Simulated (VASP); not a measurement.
A run of VASP 6.6.1 is set up as follows.

POSCAR

```
CdSe
1.0
    4.4243902452      0.0000000000      0.0000000000
   -2.2121951226      3.8316343486      0.0000000000
    0.0000000000      0.0000000000     14.4363909107
Cd Se
4 4
Direct
    0.0000000000      0.0000000000     -0.0002015640
    0.3333333333      0.6666666667      0.2499621337
    0.0000000000      0.0000000000      0.4997984360
    0.6666666667      0.3333333333      0.7499621337
    0.0000000000      0.0000000000      0.1874999893
    0.3333333333      0.6666666667      0.4377394409
    0.0000000000      0.0000000000      0.6874999893
    0.6666666667      0.3333333333      0.9377394409
```

Contents of INCAR.step1:

```
  PREC = Accurate
  ENCUT = 520
  ISMEAR = 0
  SIGMA = 0.01
  LREAL = False
  LASPH = True
  NELM = 100
  NBANDS = 46
  GGA = PE
  ALGO = Normal
  EDIFF = 1E-4
  LWAVE = True
  LCHARG = False
```

The input INCAR.step2:

```
  PREC = Accurate
  ENCUT = 520
  EDIFF = 1E-6
  ISMEAR = 0
  SIGMA = 0.01
  LREAL = False
  LASPH = True
  NELM = 100
  ALGO = Normal
  ISIF = 2
  LWAVE = False
  LCHARG = False
  METAGGA = R2SCAN
  LMIXTAU = True
  NBANDS = 46
  ISTART = 1
```

Contents of KPOINTS:

```
Automatic mesh
0
Gamma
  6 6 2
```

Potentials or basis: VASP PAW PBE potentials, release 64 (Cd, Se).

Command:

```bash
$ cat potpaw_PBE.64/Cd/POTCAR potpaw_PBE.64/Se/POTCAR > POTCAR
$ cp INCAR.step1 INCAR
$ mpirun -np 1 vasp_std > vasp.out
$ cp INCAR.step2 INCAR
$ mpirun -np 1 vasp_std > vasp.out
```

Estimate the band gap on the k mesh.

0.92 eV, direct.

What does it give for the pressure?

-2.5 GPa.

Forces in eV/Å, atoms in the order of the input:
```
Cd   0.000  0.000 -0.003
Cd   0.000  0.000  0.000
Cd   0.000  0.000 -0.003
Cd   0.000  0.000  0.000
Se   0.000  0.000  0.003
Se   0.000  0.000  0.000
Se   0.000  0.000  0.003
Se   0.000  0.000  0.000
```

Caveat: the PAW data sets were made with another functional, which shifts forces and pressure a little.
